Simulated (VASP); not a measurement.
Input of a VASP 6.6.1 run:

The input INCAR:

```
SYSTEM = InPd
PREC = Accurate ; ENCUT = 520
EDIFF = 1E-6 ; ISMEAR = -1
SIGMA = 0.05 ; LREAL = .False.
LASPH = .True. ; NELM = 80
ALGO = Normal ; ISIF = 2
LWAVE = .False. ; LCHARG = .False.
GGA = CA ; NBANDS = 18
```

The input KPOINTS:

```
Automatic mesh
0
Gamma
  8 8 8
  0 0 0
```

POSCAR

```
InPd
1.0
    3.3149408331      0.0000000000      0.0000000000
    0.0000000000      3.3149408331      0.0000000000
    0.0000000000      0.0000000000      3.3149408331
In Pd
1 1
Direct
    0.0000000000      0.0000000000      0.0000000000
    0.5000000000      0.5000000000      0.5000000000
```

Potentials or basis: VASP PAW LDA potentials, release 64 (In_d, Pd).

Command:

```bash
$ cat potpaw_LDA.64/In_d/POTCAR potpaw_LDA.64/Pd/POTCAR > POTCAR
$ mpirun -np 1 vasp_std > vasp.out
```

Problem. Estimate the pressure.

Solution. -10.6 GPa.
